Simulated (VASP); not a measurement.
# Hf (Fm-3m) in VASP: further runs, part 2 of 3

VASP 6.6.1.

**4. Single point, r2SCAN+D4**

This run uses another cell than the first one, of 22.24 Å³/atom, 1.075 times its volume.

File POSCAR:

```
Hf
1.0
    0.0000000000      2.2320589098      2.2320589098
    2.2320589098      0.0000000000      2.2320589098
    2.2320589098      2.2320589098      0.0000000000
Hf
1
Direct
    0.0000000000      0.0000000000      0.0000000000
```

File INCAR.step1:

```
SYSTEM = Hf
  PREC = Accurate
  ENCUT = 520
  ISMEAR = -1
  SIGMA = 0.1
  LREAL = .FALSE.
  LASPH = .TRUE.
  NELM = 100
  NBANDS = 11
  GGA = PE
  ALGO = Normal
  EDIFF = 1E-4
  LWAVE = .TRUE.
  LCHARG = .FALSE.
```

File INCAR.step2:

```
SYSTEM = Hf
  PREC = Accurate
  ENCUT = 520
  EDIFF = 1E-6
  ISMEAR = -1
  SIGMA = 0.1
  LREAL = .FALSE.
  LASPH = .TRUE.
  NELM = 100
  ALGO = Normal
  ISIF = 2
  LWAVE = .FALSE.
  LCHARG = .TRUE.
  METAGGA = R2SCAN
  LMIXTAU = .TRUE.
  IVDW = 13
  VDW_S6 = 1.0
  VDW_S8 = 0.6018749
  VDW_A1 = 0.51559235
  VDW_A2 = 5.77342911
  LELF = .TRUE.
  LVHAR = .TRUE.
  NBANDS = 11
  ISTART = 1
```

File KPOINTS:

```
Automatic mesh
0
G
  5 5 5
  0 0 0
```

Potentials or basis: VASP PAW PBE potentials, release 64 (Hf_pv).

Command:

```console
$ cat potpaw_PBE.64/Hf_pv/POTCAR > POTCAR
$ cp INCAR.step1 INCAR
$ mpirun -np 1 vasp_std > vasp.out
$ cp INCAR.step2 INCAR
$ mpirun -np 1 vasp_std > vasp.out
```

OUTCAR:

```text
SYSTEM = Hf
   PREC = Accurate
   ENCUT = 520
   EDIFF = 1E-6
   ISMEAR = -1
   LREAL = .FALSE.
   LASPH = .TRUE.
   NELM = 100
   ISIF = 2
   METAGGA = R2SCAN
   IVDW = 13
   ISTART = 1

 ion  position               nearest neighbor table
   1  0.000  0.000  0.000-

  LATTYP: Found a face centered cubic cell.
 ALAT       =     4.4641178196

  Lattice vectors:

 A1 = (   0.0000000000,   2.2320589098,   2.2320589098)
 A2 = (   2.2320589098,   0.0000000000,   2.2320589098)
 A3 = (   2.2320589098,   2.2320589098,   0.0000000000)

Analysis of symmetry for initial positions (statically):
=====================================================================
 Subroutine PRICEL returns:
 Original cell was already a primitive cell.

 Routine SETGRP: Setting up the symmetry group for a
 face centered cubic supercell.

 Subroutine GETGRP returns: Found 48 space group operations
 (whereof 48 operations were pure point group operations)
 out of a pool of 48 trial point group operations.

The static configuration has the point symmetry O_h .

Analysis of symmetry for dynamics (positions and initial velocities):
=====================================================================
 Subroutine PRICEL returns:
 Original cell was already a primitive cell.

 Routine SETGRP: Setting up the symmetry group for a
 face centered cubic supercell.

 Subroutine GETGRP returns: Found 48 space group operations
 (whereof 48 operations were pure point group operations)
 out of a pool of 48 trial point group operations.

The dynamic configuration has the point symmetry O_h .

 Subroutine INISYM returns: Found 48 space group operations
 (whereof 48 operations are pure point group operations),
 and found     1 'primitive' translations

----------------------------------------------------------------------------------------

                                     Primitive cell

  volume of cell :      22.2406
[... 95 lines left out ...]
  Thomas-Fermi vector in A             =   2.387995
   LORBIT       =      0    0 simple, 1 ext, 2 COOP (PROOUT), +10 PAW based schemes
   METAGGA = R2SCAN    functional components
   LHFCALC =     F    Hartree Fock is set to
   AEXX    =    0.0000 exact exchange contribution
   IVDW    =    13    specifies the selected vdW correction
   LEPSILON=     F    determine dielectric tensor
   LRPA    =     F    only Hartree local field effects (RPA)
 non-spin polarized calculation
  energy-cutoff  :      520.00
  volume of cell :       22.24
 maximum number of plane-waves:       609
   NGX = 11   NGY = 11   NGZ = 11

 number of electron       9.9999999 magnetization

 Free energy of the ion-electron system (eV)
  ---------------------------------------------------
  ext. energy  EPLUGINS =         0.00000000
  ---------------------------------------------------
  free energy    TOTEN  =       -45.12549906 eV

  energy without entropy =      -45.09244710  energy(sigma->0) =      -45.10897308

 E-fermi :   4.5161     XC(G=0): -12.2040

 val. band max:        4.3770767689   @ k =  -0.2000   0.2000   0.0000
 cond. band min:       4.5388330449   @ k =   0.2000   0.2000   0.0000
 fundamental gap:      0.1617562760
 Fermi energy:         4.5161386292

 k-point     1 :       0.0000    0.0000    0.0000
  band No.  band energies     occupation
      1     -26.4320      2.00000
      2     -26.4320      2.00000
      3     -26.4320      2.00000
      4      -2.9283      2.00000
      5       6.2643      0.00000
      6       6.2643      0.00000
      7       6.2643      0.00000
      8       9.2722      0.00000
      9       9.2722      0.00000
     10      16.5148      0.00000
     11      16.6497      0.00000
[... 113 lines left out ...]
 k-point    10 :      -0.4000    0.4000    0.2000
  band No.  band energies     occupation
      1     -27.0799      2.00000
      2     -26.8790      2.00000
      3     -26.6871      2.00000
      4       2.6467      2.00000
      5       3.7428      1.99912
      6       4.2772      1.83203
      7       8.2208      0.00000
      8      10.7046      0.00000
      9      12.7747      0.00000
     10      15.5229      0.00000
     11      16.6508      0.00000

------------------------ aborting loop because EDIFF is reached ----------------------------------------

  DFT-D4 for vdW energy calculation

  Edisp (eV):   -0.06393

  FORCE on cell =-STRESS in cart. coord.  units (eV):
  Direction    XX          YY          ZZ          XY          YZ          ZX
  --------------------------------------------------------------------------------------
  -------------------------------------------------------------------------------------
  Total      -0.07530    -0.07530    -0.07530     0.00000     0.00000    -0.00000
  in kB      -5.42482    -5.42482    -5.42482     0.00000     0.00000    -0.00000
  external pressure =       -5.42 kB  Pullay stress =        0.00 kB

 VOLUME and BASIS-vectors are now :
 -----------------------------------------------------------------------------
  energy-cutoff  :      520.00
  volume of cell :       22.24
      direct lattice vectors                 reciprocal lattice vectors
     0.000000000  2.232058910  2.232058910    -0.224008425  0.224008425  0.224008425
     2.232058910  0.000000000  2.232058910     0.224008425 -0.224008425  0.224008425
     2.232058910  2.232058910  0.000000000     0.224008425  0.224008425 -0.224008425

 POSITION                                       TOTAL-FORCE (eV/Angst)
 -----------------------------------------------------------------------------------
      0.00000      0.00000      0.00000         0.000000      0.000000      0.000000
 -----------------------------------------------------------------------------------
    total drift:                                0.000000      0.000000      0.000000

  FREE ENERGIE OF THE ION-ELECTRON SYSTEM (eV)
  ---------------------------------------------------
  free  energy   TOTEN  =       -45.1894264099 eV

  energy  without entropy=      -45.1563744492  energy(sigma->0) =      -45.17290043
```

Wall time 14 s (1 thread of Intel Xeon 6975P-C, shared host); peak memory 0.14 GiB.

What came out:

| Item | Value |
| --- | --- |
| Free energy | -45.1894 eV |
| Pressure | -0.5 GPa |
| Band gap on the k mesh | zero (band 5 reaches 6.26 eV, above the bottom of band 6 at 4.28 eV) |
| Dispersion energy per atom | -0.064 eV |

Levels at points of the mesh, in eV from the Fermi level:
```
           k point  band 3  band 4  band 5  band 6  band 7  band 8
(0.00, 0.00, 0.00)  -30.95   -7.44    1.75    1.75    1.75    4.76
```

Caveat: the k points lie up to 0.49 Å⁻¹ apart; the PAW data sets were made with another functional, which shifts forces and pressure a little; spin-orbit coupling is left out, which moves the levels of the heavy elements; pairwise dispersion overbinds metals, which lowers pressure and volume.

**5. Relaxation of cell and atoms, LDA**

This run uses another cell than the first one, of 21.88 Å³/atom, 1.058 times its volume.

File INCAR:

```
SYSTEM = Hf
PREC     = Accurate       ! precision mode
ENCUT    = 600            ! plane-wave cutoff, eV
EDIFF    = 1E-6           ! SCF threshold, eV
ISMEAR   = -1             ! smearing method
SIGMA    = 0.1            ! smearing width, eV
LREAL    = .FALSE.        ! projectors in reciprocal space
LASPH    = .TRUE.         ! aspherical terms in the spheres
NELM     = 60             ! most SCF steps
ALGO     = Normal         ! electronic algorithm
ISIF     = 3              ! what is computed and relaxed
LWAVE    = .FALSE.        ! write WAVECAR
LCHARG   = .FALSE.        ! write CHGCAR
GGA      = CA             ! functional
IBRION   = 2              ! ionic algorithm
NSW      = 80             ! ionic steps
EDIFFG   = -0.05          ! ionic threshold
```

KPOINTS is that of step 4.

File POSCAR:

```
Hf
1.0
    0.0000000000      2.2200000000      2.2200000000
    2.2200000000      0.0000000000      2.2200000000
    2.2200000000      2.2200000000      0.0000000000
Hf
1
Direct
    0.0000000000      0.0000000000      0.0000000000
```

Potentials or basis: VASP PAW LDA potentials, release 64 (Hf_pv).

Command:

```console
$ cat potpaw_LDA.64/Hf_pv/POTCAR > POTCAR
$ mpirun -np 1 vasp_std > vasp.out
```

It took 9 s on 1 thread of Intel Xeon 6975P-C, shared host; peak memory 0.15 GiB.

Results (log left out):

```
Free energy                            : -10.7078 eV
Relaxed volume                         : 20.71 Å³/atom
Relaxed cell                           : a = 3.083 Å, b = 3.083 Å, c = 3.083 Å, α = 60.00°, β = 60.00°, γ = 60.00°
Space group after relaxing (to 0.05 Å) : Fm-3m (No. 225)
Energy gained by relaxing              : 22.8 meV/atom
Ionic steps                            : 3
Pressure after relaxing                : -0.1 GPa
Band gap on the k mesh                 : zero (band 5 reaches 6.53 eV, above the bottom of band 6 at 4.78 eV)
```

Step by step:
```
step  energy change (eV)  largest force (eV/Å)  pressure (GPa)  volume (Å³)
   1              0.0000                0.0000           -5.94        21.88
   2              0.0094                0.0000            8.43        19.41
   3             -0.0228                0.0000           -0.08        20.71
```

Final structure:
```yaml
crystal:
  lattice:
    - [0.00000, 2.17980, 2.17980]
    - [2.17980, 0.00000, 2.17980]
    - [2.17980, 2.17980, 0.00000]
  atoms:
    - { symbol: Hf, position: [0.00000, 0.00000, 0.00000] }
```

Levels at points of the mesh, in eV from the Fermi level:
```tsv
k point	band 3	band 4	band 5	band 6	band 7	band 8
(0.00, 0.00, 0.00)	-29.36	-7.18	1.58	1.58	1.58	4.62
```

Caveat: the k points lie up to 0.50 Å⁻¹ apart in the final cell; spin-orbit coupling is left out, which moves the levels of the heavy elements. Zero-point motion and thermal expansion aren't in these numbers.

**6. Relaxation of cell and atoms, PBEsol+D3(BJ)**

This run uses another cell than the first one, of 21.88 Å³/atom, 1.058 times its volume.

File INCAR:

```
PREC = Accurate
ENCUT = 600
EDIFF = 1E-6
ISMEAR = -1
SIGMA = 0.1
LREAL = False
LASPH = True
NELM = 60
ALGO = Normal
ISIF = 3
LWAVE = False
LCHARG = False
GGA = PS
IVDW = 12
IBRION = 2
NSW = 80
EDIFFG = -0.05
```

File KPOINTS:

```
Automatic mesh
0
Gamma
  5 5 5
```

POSCAR is that of step 5.

Potentials or basis: VASP PAW PBE potentials, release 64 (Hf_pv).

Command:

```console
$ cat potpaw_PBE.64/Hf_pv/POTCAR > POTCAR
$ mpirun -np 1 vasp_std > vasp.out
```

Run time: 13 s. Hardware: 1 thread of Intel Xeon 6975P-C, shared host; peak memory 0.17 GiB.

Results (log left out):

| Property | Result |
| --- | --- |
| Free energy | -11.0523 eV |
| Relaxed volume | 20.67 Å³/atom |
| Relaxed cell | a = 3.080 Å, b = 3.080 Å, c = 3.080 Å, α = 60.00°, β = 60.00°, γ = 60.00° |
| Space group after relaxing (to 0.05 Å) | Fm-3m (No. 225) |
| Energy gained by relaxing | 24.4 meV/atom |
| Ionic steps | 3 |
| Pressure after relaxing | -0.1 GPa |
| Band gap on the k mesh | zero (band 5 reaches 6.56 eV, above the bottom of band 6 at 4.74 eV) |
| Dispersion energy per atom | -0.555 eV |

The path:
```
step  energy change (eV)  largest force (eV/Å)  pressure (GPa)  volume (Å³)
   1              0.0000                0.0000           -6.11        21.88
   2              0.0088                0.0000            8.53        19.34
   3             -0.0244                0.0000           -0.08        20.67
```

Final structure:
```
Hf
1.0
     0.00000    2.17824    2.17824
     2.17824    0.00000    2.17824
     2.17824    2.17824    0.00000
Hf
1
Cartesian
  0.0000 0.0000 0.0000
```

Levels at points of the mesh, in eV from the Fermi level:
```tsv
k point	band 1	band 2	band 3	band 4	band 5	band 6	band 7	band 8	band 9
(0.00, 0.00, 0.00)	-29.45	-29.45	-29.45	-7.27	1.64	1.64	1.64	4.72	4.72
```

Caveat: the k points lie up to 0.50 Å⁻¹ apart in the final cell; the PAW data sets were made with another functional, which shifts forces and pressure a little; spin-orbit coupling is left out, which moves the levels of the heavy elements; pairwise dispersion overbinds metals, which lowers pressure and volume.

[end of part 2 of 3]
